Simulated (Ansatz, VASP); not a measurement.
PtS2 in VASP and in Ansatz

```xyz
3
Lattice="3.6930 0.0000 0.0000 -1.8465 3.1982 0.0000 0.0000 0.0000 5.3251" Properties=species:S:1:pos:R:3 pbc="T T T"
Pt    0.0000    0.0000    0.0000
S     0.0000    2.1321    1.1624
S     1.8465    1.0661    4.1627
```

Change from the starting cell: hydrostatic strain +4.0%.

Alike in both runs: task single point; functional PBE; k mesh 12 × 12 × 6; occupations fermi-dirac, width 0.02 eV; no spin polarisation.

|  | VASP | Ansatz |
| --- | --- | --- |
| version | VASP 6.6.1 | Ansatz 0.2.0 |
| potentials or method | VASP PAW PBE potentials, release 64 (Pt, S) | plane waves, PAW |
| plane-wave cutoff (eV) | 520 | 420 |
| valence electrons in the cell | 22 | 30 |

VASP gave:

| Item | Value |
| --- | --- |
| gap on the k mesh at the Fermi level (eV) | 0.81 |
| pressure (GPa) | -3.8 |
| traceless stress, the component that is largest in VASP (GPa) | 4.05 |
| rms of the force components (eV/Å) | 0.020 |

Q: Which values does Ansatz return?

A: gap on the k mesh at the Fermi level (eV): 0.81; pressure (GPa): -3.5; traceless stress, the component that is largest in VASP (GPa): 3.92; rms of the force components (eV/Å): 0.005.

Atom by atom the forces differ by 0.015 eV/Å (rms over components). VASP's potentials hold 22 valence electrons a cell and Ansatz's 30, so a difference there can come from the potentials and not from the codes.

Spin-orbit coupling is off throughout.
